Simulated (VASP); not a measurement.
A run of VASP 6.6.1:

The input INCAR:

```
SYSTEM = KSr3
  ALGO = Normal
  EDIFF = 1E-6
  ENCUT = 520
  GGA = PS
  ISIF = 2
  ISMEAR = -1
  LASPH = .True.
  LCHARG = .False.
  LREAL = .False.
  LWAVE = .False.
  NBANDS = 28
  NELM = 100
  PREC = Accurate
  SIGMA = 0.15
```

The input KPOINTS:

```
k-points
0
Gamma
  4 4 4
  0 0 0
```

The input POSCAR:

```
KSr3
1.0
    6.3891531771      0.0000000000      0.0000000000
    0.0000000000      6.3891531771      0.0000000000
    0.0000000000      0.0000000000      6.3891531771
K Sr
1 3
Direct
    0.0000000000      0.0000000000      0.0000000000
    0.5000000000      0.0000000000      0.5000000000
    0.0000000000      0.5000000000      0.5000000000
    0.5000000000      0.5000000000      0.0000000000
```

Potentials or basis: VASP PAW PBE potentials, release 64 (K_sv, Sr_sv).

The run is started by

```console
$ cat potpaw_PBE.64/K_sv/POTCAR potpaw_PBE.64/Sr_sv/POTCAR > POTCAR
$ mpirun -np 1 vasp_std > vasp.out
```

Hardware: 1 thread of Intel(R) Xeon(R) Platinum 8375C CPU @ 2.90GHz (Ice Lake), on a shared host.

Q: How long does it take, and how much memory?

A: Wall time 52 s on 1 thread of Intel(R) Xeon(R) Platinum 8375C CPU @ 2.90GHz (Ice Lake), with other jobs on the host, peak memory 0.34 GiB. Counts: scf iterations 14, k points 10.
